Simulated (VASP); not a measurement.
# Cu (Fm-3m) in VASP: single point with PBE

Aim: the single point of Cu with PBE.

Program: VASP 6.6.1. These are calculated values, not measurements. Logs are shortened: lines on timing, memory, paths and dates and some standing lists are left out, and cuts for length are marked.

**1. The cell of the first run**

Symmetry: Fm-3m, No. 225, cubic system. The conventional cell has a = 3.630 Å, b = 3.630 Å, c = 3.630 Å, α = 90.00°, β = 90.00°, γ = 90.00°. Within 3.4 Å of Cu (site symmetry m-3m) lie 12 Cu at 2.57 Å.

**2. Single point, PBE**

Input file INCAR:

```
SYSTEM = Cu
ALGO = Fast
EDIFF = 1E-6
ENCUT = 520
GGA = PE
ISIF = 2
ISMEAR = 0
LASPH = .True.
LCHARG = .True.
LELF = .True.
LREAL = Auto
LVHAR = .True.
LWAVE = .False.
NBANDS = 168
NELM = 100
PREC = Accurate
SIGMA = 0.1
```

Input file KPOINTS:

```
k-points
0
Gamma
  6 6 6
  0 0 0
```

Input file POSCAR:

```
Cu
1.0
   -5.4447042152      5.4447042152      0.0000000000
   -5.4447042152      0.0000000000      5.4447042152
    0.0000000000      5.4447042152      5.4447042152
Cu
27
Direct
    0.0000000000      0.0000000000      0.0000000000
    0.3333333333      0.0000000000      0.0000000000
    0.0000000000      0.3333333333      0.0000000000
    0.0000000000      0.0000000000      0.3333333333
    0.6666666667      0.0000000000      0.0000000000
    0.3333333333      0.3333333333      0.0000000000
    0.3333333333      0.0000000000      0.3333333333
    0.0000000000      0.6666666667      0.0000000000
    0.0000000000      0.3333333333      0.3333333333
    0.0000000000      0.0000000000      0.6666666667
    0.6666666667      0.3333333333      0.0000000000
    0.6666666667      0.0000000000      0.3333333333
    0.3333333333      0.6666666667      0.0000000000
    0.3333333333      0.3333333333      0.3333333333
    0.3333333333      0.0000000000      0.6666666667
    0.0000000000      0.6666666667      0.3333333333
    0.0000000000      0.3333333333      0.6666666667
    0.6666666667      0.6666666667      0.0000000000
    0.6666666667      0.3333333333      0.3333333333
    0.6666666667      0.0000000000      0.6666666667
    0.3333333333      0.6666666667      0.3333333333
    0.3333333333      0.3333333333      0.6666666667
    0.0000000000      0.6666666667      0.6666666667
    0.6666666667      0.6666666667      0.3333333333
    0.6666666667      0.3333333333      0.6666666667
    0.3333333333      0.6666666667      0.6666666667
    0.6666666667      0.6666666667      0.6666666667
```

Potentials or basis: VASP PAW PBE potentials, release 64 (Cu).

Run with:

```
$ cat potpaw_PBE.64/Cu/POTCAR > POTCAR
$ mpirun -np 1 vasp_std > vasp.out
```

OUTCAR:

```text
SYSTEM = Cu
   EDIFF = 1E-6
   ENCUT = 520
   GGA = PE
   ISIF = 2
   ISMEAR = 0
   LASPH = .True.
   LREAL = Auto
   NELM = 100
   PREC = Accurate

 ion  position               nearest neighbor table
   1  0.000  0.000  0.000-   2 2.57   3 2.57   4 2.57   5 2.57   8 2.57  10 2.57  11 2.57  12 2.57
                            13 2.57  15 2.57  16 2.57  17 2.57
   2  0.333  0.000  0.000-   1 2.57   3 2.57   4 2.57   6 2.57   7 2.57  13 2.57  15 2.57  21 2.57
                            22 2.57  18 2.57  20 2.57   5 2.57
   3  0.000  0.333  0.000-   1 2.57   2 2.57   4 2.57   6 2.57   9 2.57  11 2.57  17 2.57  19 2.57
                            22 2.57  18 2.57  23 2.57   8 2.57
   4  0.000  0.000  0.333-   1 2.57   2 2.57   3 2.57   7 2.57   9 2.57  12 2.57  16 2.57  19 2.57
                            21 2.57  20 2.57  23 2.57  10 2.57
   5  0.667  0.000  0.000-   1 2.57   8 2.57  10 2.57  11 2.57  12 2.57  18 2.57  20 2.57  24 2.57
                            25 2.57   6 2.57   7 2.57   2 2.57
   6  0.333  0.333  0.000-   2 2.57   3 2.57   7 2.57   9 2.57  14 2.57  22 2.57   8 2.57   5 2.57
                            25 2.57  26 2.57  11 2.57  13 2.57
   7  0.333  0.000  0.333-   2 2.57   4 2.57   6 2.57   9 2.57  14 2.57  21 2.57   5 2.57  10 2.57
                            24 2.57  26 2.57  15 2.57  12 2.57
   8  0.000  0.667  0.000-   1 2.57   5 2.57  10 2.57  13 2.57  16 2.57  18 2.57  23 2.57  24 2.57
                            26 2.57   9 2.57   6 2.57   3 2.57
   9  0.000  0.333  0.333-   3 2.57   4 2.57   6 2.57   7 2.57  14 2.57  19 2.57   8 2.57  10 2.57
                            24 2.57  25 2.57  17 2.57  16 2.57
  10  0.000  0.000  0.667-   1 2.57   5 2.57   8 2.57  15 2.57  17 2.57  20 2.57  23 2.57  25 2.57
                            26 2.57   7 2.57   9 2.57   4 2.57
  11  0.667  0.333  0.000-   1 2.57   3 2.57   5 2.57  12 2.57  17 2.57  19 2.57  25 2.57  14 2.57
                            27 2.57   6 2.57  13 2.57  18 2.57
[... 15 lines left out ...]
                            21 2.57  22 2.57  24 2.57  25 2.57
  20  0.667  0.000  0.667-   5 2.57  10 2.57  18 2.57  23 2.57  25 2.57  27 2.57  22 2.57   4 2.57
                             2 2.57  19 2.57  12 2.57  15 2.57
  21  0.333  0.667  0.333-   2 2.57   4 2.57   7 2.57  13 2.57  16 2.57  18 2.57  23 2.57  19 2.57
                            22 2.57  14 2.57  24 2.57  26 2.57
  22  0.333  0.333  0.667-   2 2.57   3 2.57   6 2.57  15 2.57  17 2.57  20 2.57  23 2.57  14 2.57
                            21 2.57  19 2.57  25 2.57  26 2.57
  23  0.000  0.667  0.667-   8 2.57  10 2.57  18 2.57  20 2.57  26 2.57  27 2.57  21 2.57  22 2.57
                             3 2.57   4 2.57  16 2.57  17 2.57
  24  0.667  0.667  0.333-   5 2.57   8 2.57  12 2.57  16 2.57  18 2.57   9 2.57   7 2.57  19 2.57
                            21 2.57  25 2.57  26 2.57  27 2.57
  25  0.667  0.333  0.667-   5 2.57  10 2.57  11 2.57  17 2.57  20 2.57   6 2.57   9 2.57  19 2.57
                            22 2.57  24 2.57  26 2.57  27 2.57
  26  0.333  0.667  0.667-   8 2.57  10 2.57  13 2.57  15 2.57  23 2.57   7 2.57   6 2.57  22 2.57
                            21 2.57  24 2.57  25 2.57  27 2.57
  27  0.667  0.667  0.667-  18 2.57  20 2.57  23 2.57  15 2.57  16 2.57  17 2.57  11 2.57  12 2.57
                            13 2.57  24 2.57  25 2.57  26 2.57

  LATTYP: Found a face centered cubic cell.
 ALAT       =    10.8894084304

  Lattice vectors:

 A1 = (  -5.4447042152,   5.4447042152,   0.0000000000)
 A2 = (  -5.4447042152,   0.0000000000,   5.4447042152)
 A3 = (   0.0000000000,   5.4447042152,   5.4447042152)

Analysis of symmetry for initial positions (statically):
=====================================================================
 Subroutine PRICEL returns following result:

  LATTYP: Found a face centered cubic cell.
 ALAT       =     3.6298028098

  Lattice vectors:

 A1 = (  -1.8149014049,   1.8149014049,   0.0000000000)
 A2 = (  -1.8149014049,   0.0000000000,   1.8149014049)
 A3 = (   0.0000000000,   1.8149014049,   1.8149014049)

  27 primitive cells build up your supercell.

 Routine SETGRP: Setting up the symmetry group for a
 face centered cubic supercell.

 Subroutine GETGRP returns: Found 48 space group operations
 (whereof 48 operations were pure point group operations)
 out of a pool of 48 trial point group operations.

The static configuration has the point symmetry O_h .

Analysis of symmetry for dynamics (positions and initial velocities):
=====================================================================
 Subroutine PRICEL returns following result:

  LATTYP: Found a face centered cubic cell.
 ALAT       =     3.6298028098

  Lattice vectors:

 A1 = (  -1.8149014049,   1.8149014049,   0.0000000000)
 A2 = (  -1.8149014049,   0.0000000000,   1.8149014049)
 A3 = (   0.0000000000,   1.8149014049,   1.8149014049)

  27 primitive cells build up your supercell.

 Routine SETGRP: Setting up the symmetry group for a
 face centered cubic supercell.

 Subroutine GETGRP returns: Found 48 space group operations
 (whereof 48 operations were pure point group operations)
 out of a pool of 48 trial point group operations.

The dynamic configuration has the point symmetry O_h .

 Subroutine INISYM returns: Found 48 space group operations
 (whereof 48 operations are pure point group operations),
 and found    27 'primitive' translations

----------------------------------------------------------------------------------------

                                     Primitive cell

  volume of cell :      11.9561

  direct lattice vectors                    reciprocal lattice vectors
    -1.814901405  1.814901405  0.000000000    -0.275497059  0.275497059 -0.275497059
    -1.814901405  0.000000000  1.814901405    -0.275497059 -0.275497059  0.275497059
     0.000000000  1.814901405  1.814901405     0.275497059  0.275497059  0.275497059

  length of vectors
     2.566658181  2.566658181  2.566658181     0.477174904  0.477174904  0.477174904

  position of ions in fractional coordinates (direct lattice)
     0.000000000  0.000000000  0.000000000

  ion indices of the primitive-cell ions
   primitive index   ion index
                 1           1

----------------------------------------------------------------------------------------

 KPOINTS: k-points

Automatic generation of k-mesh.
 Grid dimensions read from file:
 generate k-points for:    6    6    6

 Generating k-lattice:

  Cartesian coordinates                     Fractional coordinates (reciprocal lattice)
    -0.015305392  0.015305392 -0.015305392     0.166666667  0.000000000  0.000000000
    -0.015305392 -0.015305392  0.015305392     0.000000000  0.166666667  0.000000000
     0.015305392  0.015305392  0.015305392     0.000000000  0.000000000  0.166666667

  Length of vectors
     0.026509717  0.026509717  0.026509717

  Shift w.r.t. Gamma in fractional coordinates (k-lattice)
     0.000000000  0.000000000  0.000000000

 Subroutine IBZKPT returns following result:
 ===========================================

 Found     16 irreducible k-points:

 Following reciprocal coordinates:
            Coordinates               Weight
  0.000000  0.000000  0.000000      1.000000
  0.166667  0.000000  0.000000      8.000000
  0.333333  0.000000  0.000000      8.000000
  0.500000  0.000000  0.000000      4.000000
  0.166667  0.166667  0.000000      6.000000
  0.333333  0.166667  0.000000     24.000000
[... 8 lines left out ...]
 -0.333333  0.333333  0.166667     24.000000
 -0.333333  0.500000  0.166667     12.000000
   k-points           NKPTS =     16   k-points in BZ     NKDIM =     16   number of bands    NBANDS=    168
   number of dos      NEDOS =    301   number of ions     NIONS =     27
   total plane-waves  NPLWV = 216000
   dimension x,y,z NGX =    60 NGY =   60 NGZ =   60
   dimension x,y,z NGXF=   120 NGYF=  120 NGZF=  120
   ions per type =              27
   NGX,Y,Z   is equivalent  to a cutoff of  12.95, 12.95, 12.95 a.u.
   NGXF,Y,Z  is equivalent  to a cutoff of  25.91, 25.91, 25.91 a.u.
 SYSTEM =  Cu
   PREC   = accura    normal or accurate (medium, high low for compatibility)
   ISTART =      0    job   : 0-new  1-cont  2-samecut
   ICHARG =      2    charge: 1-file 2-atom 10-const
   ISPIN  =      1    spin polarized calculation?
   LNONCOLLINEAR =      F non collinear calculations
   LSORBIT =      F    spin-orbit coupling
   LASPH  =      T    aspherical Exc in radial PAW
   ENCUT  =  520.0 eV  38.22 Ry    6.18 a.u.  14.32 14.32 14.32*2*pi/ulx,y,z
   NELM   =    100;   NELMIN=  2; NELMDL= -5     # of ELM steps
   EDIFF  = 0.1E-05   stopping-criterion for ELM
   LREAL  =      T    real-space projection
   EDIFFG = 0.1E-04   stopping-criterion for IOM
   NSW    =      0    number of steps for IOM
   IBRION =     -1    ionic relax: 0-MD 1-quasi-New 2-CG
   NFREE  =      0    steps in history (QN), initial steepest desc. (CG)
   ISIF   =      2    stress and relaxation
   ISYM   =      2    0-nonsym 1-usesym 2-fastsym
   POTIM  = 0.5000    time-step for ionic-motion
   TEBEG  =    0.0;   TEEND  =   0.0 temperature during run
   PSTRESS=    0.0 pullay stress
   NELECT =     297.0000    total number of electrons
   NUPDOWN=      -1.0000    fix difference up-down
   EMIN   =  10.00;   EMAX   =-10.00  energy-range for DOS
   EFERMI =   0.00;   METHOD = LEGACY
   ISMEAR =     0;   SIGMA  =   0.10  broadening in eV -4-tet -1-fermi 0-gaus
   EFERMI_NEDOS =   21; number of points for ismear=-14 and -15
   IALGO  =     68    algorithm
   IMIX   =      4    mixing-type and parameters
     AMIX     =   0.40;   BMIX     =  1.00
     AMIX_MAG =   1.60;   BMIX_MAG =  1.00
  volume/ion in A,a.u.               =      11.96        80.68
  Fermi-wavevector in a.u.,A,eV,Ry     =   1.592243  3.008903 34.494005  2.535238
  Thomas-Fermi vector in A             =   2.690658
   LORBIT       =      0    0 simple, 1 ext, 2 COOP (PROOUT), +10 PAW based schemes
   GGA     = PE    functional components
   LHFCALC =     F    Hartree Fock is set to
   AEXX    =    0.0000 exact exchange contribution
   IVDW    =     0    specifies the selected vdW correction
   LEPSILON=     F    determine dielectric tensor
   LRPA    =     F    only Hartree local field effects (RPA)
 non-spin polarized calculation
 RMM-DIIS sequential band-by-band and
 Gauss-broadening in eV      SIGMA  =   0.10
  energy-cutoff  :      520.00
  volume of cell :      322.81
 maximum number of plane-waves:      8724
 NGX is ok and might be reduce to    60
   NGX = 29   NGY = 29   NGZ = 29

 number of electron     296.9999929 magnetization

 Free energy of the ion-electron system (eV)
  ---------------------------------------------------
  ext. energy  EPLUGINS =         0.00000000
  ---------------------------------------------------
  free energy    TOTEN  =      -100.69544538 eV

  energy without entropy =     -100.65644557  energy(sigma->0) =     -100.67594548

 E-fermi :   7.4111     XC(G=0): -12.6540

 val. band max:        7.3526845322   @ k =   0.5000   0.5000   0.0000
 cond. band min:       7.4133548296   @ k =  -0.3333   0.5000   0.1667
 fundamental gap:      0.0606702974
 Fermi energy:         7.4111443303

 k-point     1 :       0.0000    0.0000    0.0000
  band No.  band energies     occupation
      1      -1.8237      2.00000
      2       1.5207      2.00000
      3       1.5207      2.00000
      4       1.5207      2.00000
      5       1.5207      2.00000
      6       1.5207      2.00000
[... 2597 lines left out ...]
    159      10.2372      0.00000
    160      10.3421      0.00000
 [bands above 160 left out]

------------------------ aborting loop because EDIFF is reached ----------------------------------------

  FORCE on cell =-STRESS in cart. coord.  units (eV):
  Direction    XX          YY          ZZ          XY          YZ          ZX
  --------------------------------------------------------------------------------------
  -------------------------------------------------------------------------------------
  Total        0.9997481      0.9997481      0.9997481      0.0000000     -0.0000000     -0.0000000
  in kB        4.9619032      4.9619032      4.9619032      0.0000000     -0.0000000     -0.0000000
  external PRESSURE =       4.9619032 kB  Pullay stress =       0.0000000 kB

 VOLUME and BASIS-vectors are now :
 -----------------------------------------------------------------------------
  energy-cutoff  :      520.00
  volume of cell :      322.81
      direct lattice vectors                 reciprocal lattice vectors
    -5.444704215  5.444704215  0.000000000    -0.091832353  0.091832353 -0.091832353
    -5.444704215  0.000000000  5.444704215    -0.091832353 -0.091832353  0.091832353
     0.000000000  5.444704215  5.444704215     0.091832353  0.091832353  0.091832353

 POSITION                                       TOTAL-FORCE (eV/Angst)
 -----------------------------------------------------------------------------------
      0.00000      0.00000      0.00000         0.000000     -0.000000     -0.000000
     -1.81490      1.81490      0.00000         0.000000     -0.000000     -0.000000
     -1.81490      0.00000      1.81490        -0.000000     -0.000000      0.000000
      0.00000      1.81490      1.81490         0.000000      0.000000      0.000000
     -3.62980      3.62980      0.00000         0.000000     -0.000000     -0.000000
     -3.62980      1.81490      1.81490         0.000000     -0.000000     -0.000000
[... 19 lines left out ...]
     -5.44470      5.44470      7.25961         0.000000      0.000000      0.000000
     -7.25961      7.25961      7.25961        -0.000000      0.000000      0.000000
 -----------------------------------------------------------------------------------
    total drift:                               -0.000000      0.000000      0.000000

  FREE ENERGIE OF THE ION-ELECTRON SYSTEM (eV)
  ---------------------------------------------------
  free  energy   TOTEN  =      -100.6954453821 eV

  energy  without entropy=     -100.6564455715  energy(sigma->0) =     -100.67594548
```

Run time: 67 min. Hardware: 1 thread of Oxide Virtual Turin-like, shared host; peak memory 0.8 GiB.

Results:

```
Free energy            : -100.6954 eV
Pressure               : 0.5 GPa
Band gap on the k mesh : zero (an odd number of electrons rules out a gap without spin polarisation)
```

Levels at points of the mesh, in eV from the Fermi level:
| k point | band 145 | band 146 | band 147 | band 148 | band 149 | band 150 | band 151 | band 152 | band 153 | band 154 |
| --- | --- | --- | --- | --- | --- | --- | --- | --- | --- | --- |
| (0.00, 0.00, 0.00) | -1.75 | -1.75 | -1.75 | -1.75 | -1.75 | -1.75 | 3.24 | 3.24 | 3.24 | 3.24 |
| (0.50, 0.00, 0.00) | -0.33 | -0.33 | -0.33 | -0.33 | -0.33 | -0.33 | 1.23 | 1.23 | 1.23 | 1.23 |
| (0.50, 0.50, 0.00) | -0.06 | -0.06 | -0.06 | -0.06 | -0.06 | 0.50 | 0.50 | 0.50 | 0.50 | 0.50 |

The gap in the log of VASP goes by the Fermi energy; the results here count the filled bands.